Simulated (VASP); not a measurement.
Wanted: the native input for a VASP 6.6.1 run.

```yaml
Task: relaxation of cell and atoms
Functional: PBEsol
Potentials_or_basis: VASP PAW PBE potentials, release 64 (C)
Cutoff: 600 eV
k_mesh: 18 × 18 × 18
Occupations: gaussian, width 0.02 eV
Spin: no spin polarisation
Dipole_correction: no
Further_INCAR_settings: ALGO = Normal; EDIFF = 1e-07; IBRION = 2; EDIFFG = -0.005; NSW = 100; ISIF = 3
```

The structure of C lies in POSCAR:

```
C
1.0
    1.2294889126      0.7098457547      3.4332931890
   -1.2294889126      0.7098457547      3.4332931890
    0.0000000000     -1.4196915093      3.4332931890
C
2
Direct
    0.8334587407      0.8334587407      0.8334587407
    0.1665412593      0.1665412593      0.1665412593
```

The input as run:

INCAR

```
ALGO = Normal
EDIFF = 1E-7
EDIFFG = -0.005
ENCUT = 600
GGA = PS
IBRION = 2
ISIF = 3
ISMEAR = 0
LASPH = T
LCHARG = F
LREAL = F
LWAVE = F
NELM = 80
NSW = 100
PREC = Accurate
SIGMA = 0.02
```

KPOINTS

```
k-points
0
Gamma
  18 18 18
```

Potentials or basis: VASP PAW PBE potentials, release 64 (C).

Command:

```console
$ cat potpaw_PBE.64/C/POTCAR > POTCAR
$ mpirun -np 1 vasp_std > vasp.out
```

Results of the run:

```json
{
  "Relaxed volume": "9.25 Å³/atom",
  "Relaxed cell": "a = 3.805 Å, b = 3.805 Å, c = 3.805 Å, α = 37.72°, β = 37.72°, γ = 37.72°",
  "Space group after relaxing (to 0.1 Å)": "R-3m (No. 166)",
  "Energy gained by relaxing": "0.4 meV/atom",
  "Ionic steps": "19",
  "Pressure after relaxing": "0.0 GPa"
}
```

Caveat: this functional lacks dispersion, which binds the layers, so the pressure and a relaxed spacing across them are unreliable; the PAW data sets were made with another functional, which shifts forces and pressure a little.

It took 13 min on 1 thread of Intel(R) Xeon(R) 6975P-C (Granite Rapids), with other jobs on the host, peak memory 0.22 GiB.
